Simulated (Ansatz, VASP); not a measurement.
**Two plane-wave programs on CaPb3**

```
Ca Pb
1.0
     5.07930    0.00000    0.00000
     0.00000    5.07930    0.00000
     0.00000    0.00000    5.07930
Ca Pb
1 3
Direct
  0.00000 0.00000 0.00000
  0.00000 0.50000 0.50000
  0.50000 0.00000 0.50000
  0.50000 0.50000 0.00000
```

Alike in both runs: task single point; functional LDA; k mesh 5 × 5 × 5; no spin polarisation.

```csv
,VASP,Ansatz
version,VASP 6.6.1,Ansatz 0.2.0
potentials or method,"VASP PAW LDA potentials, release 64 (Ca_sv, Pb_d), cutoff 520 eV","plane waves, PAW"
occupations,"methfessel-paxton of order 1, width 0.1 eV","cold, width 0.1 eV"
valence electrons in the cell,52,52
```

```tsv
	VASP	Ansatz	Ansatz less VASP
pressure (GPa)	-5.5	-5.5	-0.02
```

LDA's correlation is that of Perdew and Zunger in VASP and of Perdew and Wang (1992) in Ansatz.

Spin-orbit coupling is off throughout.
